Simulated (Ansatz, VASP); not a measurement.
# Two plane-wave programs on Si3WC2

```
Si W C
1.0
     2.77346   -4.36255    0.00000
     2.77346    4.36255    0.00000
     0.00000    0.00000    2.79290
Si W C
3 1 2
Direct
  0.00000 0.00000 0.00000
  0.50000 0.00000 0.50000
  0.00000 0.50000 0.50000
  0.50000 0.50000 0.00000
  0.24237 0.75763 0.00000
  0.75763 0.24237 0.00000
```

Change from the starting cell: species swapped into the NaH2Pd3 type (Cmmm, No. 65).

Alike in both runs: functional PBE; k mesh 8 × 8 × 14; occupations gaussian, width 0.1 eV; no spin polarisation.

Ansatz relaxed the structure, and its values are those at the end. VASP's run is a single point on that final structure, the one shown.

|  | VASP | Ansatz |
| --- | --- | --- |
| version | VASP 6.6.1 | Ansatz 0.2.0 |
| potentials or method | VASP PAW PBE potentials, release 64 (Si, W_sv, C), cutoff 520 eV | scalar-relativistic, plane waves, PAW |
| valence electrons in the cell | 34 | 34 |

|  | VASP | Ansatz | Ansatz less VASP |
| --- | --- | --- | --- |
| gap on the k mesh at the Fermi level (eV) | none | none | - |
| pressure (GPa) | 0.1 | 0.0 | -0.14 |
| rms of the force components (eV/Å) | 0.004 | 0.000 | -0.0045 |

A gap of «none» marks a metal or a gap that the smearing closes.

Spin-orbit coupling is off throughout.
